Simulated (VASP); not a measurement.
# Mo (Im-3m) in VASP: a series of runs, part 2 of 2

VASP 6.6.1. Earlier steps stand in the parts before.

### 3 Single point, r2SCAN

POSCAR reads:

```
Mo
1.0
   -1.5764210372      1.5764210372      1.5764210372
    1.5764210372     -1.5764210372      1.5764210372
    1.5764210372      1.5764210372     -1.5764210372
Mo
1
Direct
    0.0000000000      0.0000000000      0.0000000000
```

INCAR.step1 reads:

```
PREC = Accurate ; ENCUT = 520
ISMEAR = -1 ; SIGMA = 0.01
LREAL = False ; LASPH = True
NELM = 60 ; NBANDS = 13
GGA = PE ; ALGO = Normal
EDIFF = 1E-4 ; LWAVE = True
LCHARG = False
```

INCAR.step2 reads:

```
PREC = Accurate ; ENCUT = 520
EDIFF = 1E-6 ; ISMEAR = -1
SIGMA = 0.01 ; LREAL = False
LASPH = True ; NELM = 60
ALGO = Normal ; ISIF = 2
LWAVE = False ; LCHARG = False
METAGGA = R2SCAN ; LMIXTAU = True
NBANDS = 13 ; ISTART = 1
```

KPOINTS reads:

```
regular mesh
0
Gamma
  14 14 14
```

Potentials or basis: VASP PAW PBE potentials, release 64 (Mo_sv).

Run with:

```
> cat potpaw_PBE.64/Mo_sv/POTCAR > POTCAR
> cp INCAR.step1 INCAR
> mpirun -np 1 vasp_std > vasp.out
> cp INCAR.step2 INCAR
> mpirun -np 1 vasp_std > vasp.out
```

OUTCAR:

```text
PREC = Accurate
   ENCUT = 520
   EDIFF = 1E-6
   ISMEAR = -1
   LREAL = False
   LASPH = True
   NELM = 60
   ISIF = 2
   METAGGA = R2SCAN
   ISTART = 1

 ion  position               nearest neighbor table
   1  0.000  0.000  0.000-

  LATTYP: Found a body centered cubic cell.
 ALAT       =     3.1528420744

  Lattice vectors:

 A1 = (  -1.5764210372,   1.5764210372,   1.5764210372)
 A2 = (   1.5764210372,  -1.5764210372,   1.5764210372)
 A3 = (   1.5764210372,   1.5764210372,  -1.5764210372)

Analysis of symmetry for initial positions (statically):
=====================================================================
 Subroutine PRICEL returns:
 Original cell was already a primitive cell.

 Routine SETGRP: Setting up the symmetry group for a
 body centered cubic supercell.

 Subroutine GETGRP returns: Found 48 space group operations
 (whereof 48 operations were pure point group operations)
 out of a pool of 48 trial point group operations.

The static configuration has the point symmetry O_h .

Analysis of symmetry for dynamics (positions and initial velocities):
=====================================================================
 Subroutine PRICEL returns:
 Original cell was already a primitive cell.

 Routine SETGRP: Setting up the symmetry group for a
 body centered cubic supercell.

 Subroutine GETGRP returns: Found 48 space group operations
 (whereof 48 operations were pure point group operations)
 out of a pool of 48 trial point group operations.

The dynamic configuration has the point symmetry O_h .

 Subroutine INISYM returns: Found 48 space group operations
 (whereof 48 operations are pure point group operations),
 and found     1 'primitive' translations

----------------------------------------------------------------------------------------

                                     Primitive cell

  volume of cell :      15.6703

  direct lattice vectors                    reciprocal lattice vectors
    -1.576421037  1.576421037  1.576421037     0.000000000  0.317174148  0.317174148
     1.576421037 -1.576421037  1.576421037     0.317174148  0.000000000  0.317174148
     1.576421037  1.576421037 -1.576421037     0.317174148  0.317174148  0.000000000

  length of vectors
     2.730441331  2.730441331  2.730441331     0.448551982  0.448551982  0.448551982

  position of ions in fractional coordinates (direct lattice)
     0.000000000  0.000000000  0.000000000

  ion indices of the primitive-cell ions
   primitive index   ion index
                 1           1

----------------------------------------------------------------------------------------

 KPOINTS: regular mesh

Automatic generation of k-mesh.
 Grid dimensions read from file:
 generate k-points for:   14   14   14

 Generating k-lattice:

  Cartesian coordinates                     Fractional coordinates (reciprocal lattice)
     0.000000000  0.022655296  0.022655296     0.071428571  0.000000000  0.000000000
     0.022655296  0.000000000  0.022655296     0.000000000  0.071428571  0.000000000
     0.022655296  0.022655296  0.000000000     0.000000000  0.000000000  0.071428571

  Length of vectors
     0.032039427  0.032039427  0.032039427

  Shift w.r.t. Gamma in fractional coordinates (k-lattice)
     0.000000000  0.000000000  0.000000000

 Subroutine IBZKPT returns following result:
 ===========================================

 Found    104 irreducible k-points:

 Following reciprocal coordinates:
            Coordinates               Weight
  0.000000  0.000000  0.000000      1.000000
  0.071429  0.000000  0.000000     12.000000
  0.142857  0.000000  0.000000     12.000000
  0.214286  0.000000  0.000000     12.000000
  0.285714  0.000000  0.000000     12.000000
  0.357143  0.000000  0.000000     12.000000
[... 16 lines left out ...]
  0.285714  0.285714  0.000000     24.000000
  0.357143  0.285714  0.000000     24.000000
 [... further k-points ...]
   k-points           NKPTS =    104   k-points in BZ     NKDIM =    104   number of bands    NBANDS=     13
   number of dos      NEDOS =    301   number of ions     NIONS =      1
   total plane-waves  NPLWV =   8000
   dimension x,y,z NGX =    20 NGY =   20 NGZ =   20
   dimension x,y,z NGXF=    40 NGYF=   40 NGZF=   40
   ions per type =               1
   NGX,Y,Z   is equivalent  to a cutoff of  12.18, 12.18, 12.18 a.u.
   NGXF,Y,Z  is equivalent  to a cutoff of  24.35, 24.35, 24.35 a.u.
 SYSTEM =  unknown system
   PREC   = accura    normal or accurate (medium, high low for compatibility)
   ISTART =      1    job   : 0-new  1-cont  2-samecut
   ICHARG =      0    charge: 1-file 2-atom 10-const
   ISPIN  =      1    spin polarized calculation?
   LNONCOLLINEAR =      F non collinear calculations
   LSORBIT =      F    spin-orbit coupling
   LASPH  =      T    aspherical Exc in radial PAW
   ENCUT  =  520.0 eV  38.22 Ry    6.18 a.u.   5.08  5.08  5.08*2*pi/ulx,y,z
   NELM   =     60;   NELMIN=  2; NELMDL=  0     # of ELM steps
   EDIFF  = 0.1E-05   stopping-criterion for ELM
   LREAL  =      F    real-space projection
[... 7 lines left out ...]
   TEBEG  =    0.0;   TEEND  =   0.0 temperature during run
   PSTRESS=    0.0 pullay stress
   NELECT =      14.0000    total number of electrons
   NUPDOWN=      -1.0000    fix difference up-down
   EMIN   =  10.00;   EMAX   =-10.00  energy-range for DOS
   EFERMI =   0.00;   METHOD = LEGACY
   ISMEAR =    -1;   SIGMA  =   0.01  broadening in eV -4-tet -1-fermi 0-gaus
   EFERMI_NEDOS =   21; number of points for ismear=-14 and -15
   IALGO  =     38    algorithm
   IMIX   =      4    mixing-type and parameters
     AMIX     =   0.40;   BMIX     =  1.00
     AMIX_MAG =   1.60;   BMIX_MAG =  1.00
  volume/ion in A,a.u.               =      15.67       105.75
  Fermi-wavevector in a.u.,A,eV,Ry     =   1.576735  2.979597 33.825339  2.486092
  Thomas-Fermi vector in A             =   2.677523
   LORBIT       =      0    0 simple, 1 ext, 2 COOP (PROOUT), +10 PAW based schemes
   METAGGA = R2SCAN    functional components
   LHFCALC =     F    Hartree Fock is set to
   AEXX    =    0.0000 exact exchange contribution
   IVDW    =     0    specifies the selected vdW correction
   LEPSILON=     F    determine dielectric tensor
   LRPA    =     F    only Hartree local field effects (RPA)
 non-spin polarized calculation
  energy-cutoff  :      520.00
  volume of cell :       15.67
 maximum number of plane-waves:       432
   NGX = 11   NGY = 11   NGZ = 11

 number of electron      14.0000002 magnetization

 Free energy of the ion-electron system (eV)
  ---------------------------------------------------
  ext. energy  EPLUGINS =         0.00000000
  ---------------------------------------------------
  free energy    TOTEN  =       -26.06519110 eV

  energy without entropy =      -26.06469686  energy(sigma->0) =      -26.06494398

 E-fermi :  12.5575     XC(G=0): -14.6253

 val. band max:       12.5531100075   @ k =  -0.2857   0.3571   0.1429
 cond. band min:      12.5595005073   @ k =  -0.4286  -0.4286   0.2857
 fundamental gap:      0.0063904998
 Fermi energy:        12.5574500689

 k-point     1 :       0.0000    0.0000    0.0000
  band No.  band energies     occupation
      1     -50.7375      2.00000
      2     -23.2135      2.00000
      3     -23.2135      2.00000
      4     -23.2135      2.00000
      5       4.8527      2.00000
      6      11.0816      2.00000
      7      11.0816      2.00000
      8      11.0816      2.00000
      9      14.4040      0.00000
     10      14.4040      0.00000
     11      28.0012      0.00000
     12      28.0012      0.00000
     13      28.0012      0.00000

 k-point     2 :       0.0714    0.0000    0.0000
  band No.  band energies     occupation
      1     -50.7235      2.00000
      2     -23.2927      2.00000
      3     -23.2377      2.00000
      4     -23.2141      2.00000
      5       5.0887      2.00000
      6      10.9476      2.00000
      7      11.0567      2.00000
      8      11.3020      2.00000
      9      14.2086      0.00000
     10      14.4061      0.00000
     11      28.1732      0.00000
[... 339 lines left out ...]
 k-point    24 :       0.3571    0.2857    0.0000
  band No.  band energies     occupation
      1     -50.4132      2.00000
      2     -24.3588      2.00000
      3     -24.1296      2.00000
      4     -23.3987      2.00000
      5       8.4312      2.00000
      6       9.6951      2.00000
      7      10.4765      2.00000
      8      14.5562      0.00000
      9      15.0609      0.00000
     10      22.2395      0.00000
     11      23.2583      0.00000
     12      24.4757      0.00000
     13      30.5956      0.00000

 [... further k-points ...]
[... 5 lines left out ...]
  --------------------------------------------------------------------------------------
  -------------------------------------------------------------------------------------
  Total        0.1230737      0.1230737      0.1230737      0.0000000     -0.0000000      0.0000000
  in kB       12.5834320     12.5834320     12.5834320      0.0000000     -0.0000000      0.0000000
  external PRESSURE =      12.5834320 kB  Pullay stress =       0.0000000 kB

 VOLUME and BASIS-vectors are now :
 -----------------------------------------------------------------------------
  energy-cutoff  :      520.00
  volume of cell :       15.67
      direct lattice vectors                 reciprocal lattice vectors
    -1.576421037  1.576421037  1.576421037     0.000000000  0.317174148  0.317174148
     1.576421037 -1.576421037  1.576421037     0.317174148  0.000000000  0.317174148
     1.576421037  1.576421037 -1.576421037     0.317174148  0.317174148  0.000000000

 POSITION                                       TOTAL-FORCE (eV/Angst)
 -----------------------------------------------------------------------------------
      0.00000      0.00000      0.00000         0.000000     -0.000000      0.000000
 -----------------------------------------------------------------------------------
    total drift:                                0.000000     -0.000000      0.000000

  FREE ENERGIE OF THE ION-ELECTRON SYSTEM (eV)
  ---------------------------------------------------
  free  energy   TOTEN  =       -26.0651911042 eV

  energy  without entropy=      -26.0646968570  energy(sigma->0) =      -26.06494398
```

OUTCAR.step1:

```text
PREC = Accurate
   ENCUT = 520
   ISMEAR = -1
   LREAL = False
   LASPH = True
   NELM = 60
[... 598 lines left out ...]
 POSITION                                       TOTAL-FORCE (eV/Angst)
 -----------------------------------------------------------------------------------
      0.00000      0.00000      0.00000        -0.000000      0.000000      0.000000
 -----------------------------------------------------------------------------------
    total drift:                                0.000000     -0.000000     -0.000000

  FREE ENERGIE OF THE ION-ELECTRON SYSTEM (eV)
  ---------------------------------------------------
  free  energy   TOTEN  =       -10.9197326760 eV

  energy  without entropy=      -10.9192528099  energy(sigma->0) =      -10.91949274
```

Wall time 76 s (1 thread of Intel Xeon Platinum 8259CL at 2.50GHz (Skylake/Cascade Lake), shared host); peak memory 0.14 GiB.

What came out:

```
Free energy            : -26.0652 eV
Pressure               : 1.3 GPa
Band gap on the k mesh : zero (band 7 reaches 16.62 eV, above the bottom of band 8 at 11.08 eV)
```

Levels at points of the mesh, in eV from the Fermi level:
| k point | band 4 | band 5 | band 6 | band 7 | band 8 | band 9 | band 10 | band 11 |
| --- | --- | --- | --- | --- | --- | --- | --- | --- |
| (0.00, 0.00, 0.00) | -35.77 | -7.70 | -1.48 | -1.48 | -1.48 | 1.85 | 1.85 | 15.44 |
| (0.50, 0.00, 0.00) | -35.78 | -5.63 | -3.63 | 1.52 | 1.82 | 2.52 | 4.85 | 12.15 |
| (0.50, 0.50, 0.50) | -36.80 | -5.68 | -5.68 | 4.06 | 4.06 | 4.06 | 9.41 | 9.41 |

Caveat: the PAW data sets were made with another functional, which shifts forces and pressure a little.

### 4 Single point, r2SCAN

POSCAR is that of step 3.

INCAR.step1 reads:

```
SYSTEM = Mo
ALGO = Normal ; EDIFF = 1E-4
ENCUT = 520 ; GGA = PE
ISMEAR = -1 ; LASPH = .True.
LCHARG = .False. ; LREAL = .False.
LWAVE = .True. ; NBANDS = 13
NELM = 60 ; PREC = Accurate
SIGMA = 0.03
```

INCAR.step2 reads:

```
SYSTEM = Mo
ALGO = Normal ; EDIFF = 1E-7
ENCUT = 520 ; ISIF = 2
ISMEAR = -1 ; ISTART = 1
LASPH = .True. ; LCHARG = .True.
LELF = .True. ; LMIXTAU = .True.
LREAL = .False. ; LVHAR = .True.
LWAVE = .False. ; METAGGA = R2SCAN
NBANDS = 13 ; NELM = 60
PREC = Accurate ; SIGMA = 0.03
```

KPOINTS reads:

```
k-points
0
Gamma
  14 14 14
  0 0 0
```

Run with:

```
> cat potpaw_PBE.64/Mo_sv/POTCAR > POTCAR
> cp INCAR.step1 INCAR
> mpirun -np 1 vasp_std > vasp.out
> cp INCAR.step2 INCAR
> mpirun -np 1 vasp_std > vasp.out
```

Wall time 82 s (1 thread of Intel Xeon Platinum 8259CL at 2.50GHz (Skylake/Cascade Lake), shared host); peak memory 0.14 GiB.

It converged, with:

| Item | Value |
| --- | --- |
| Free energy | -26.0668 eV |
| Pressure | 1.3 GPa |
| Band gap on the k mesh | zero (band 7 reaches 16.62 eV, above the bottom of band 8 at 11.08 eV) |

Levels at points of the mesh, in eV from the Fermi level:
| k point | band 5 | band 6 | band 7 | band 8 | band 9 | band 10 |
| --- | --- | --- | --- | --- | --- | --- |
| (0.00, 0.00, 0.00) | -7.71 | -1.48 | -1.48 | -1.48 | 1.85 | 1.85 |
| (0.50, 0.00, 0.00) | -5.64 | -3.63 | 1.52 | 1.82 | 2.52 | 4.85 |
| (0.50, 0.50, 0.50) | -5.69 | -5.69 | 4.06 | 4.06 | 4.06 | 9.40 |

Caveat: the PAW data sets were made with another functional, which shifts forces and pressure a little.

### 5 The runs side by side

| smearing | gap on the mesh (eV) | pressure (GPa) |
| --- | --- | --- |
| fermi-dirac 0.1 eV | none | 1.1 |
| fermi-dirac 0.01 eV | none | 1.3 |
| fermi-dirac 0.03 eV | none | 1.3 |

Alike in all rows: task single point; level r2SCAN; potentials or basis VASP PAW PBE potentials, release 64 (Mo_sv); no spin polarisation; cell as given; k mesh 14 × 14 × 14; cutoff (eV) 520.

Every run on the cell as given and a fine mesh finds a metal.

Caveats: the PAW data sets were made with another functional, which shifts forces and pressure a little.

Absolute energies hang on the potentials; compare differences alone.
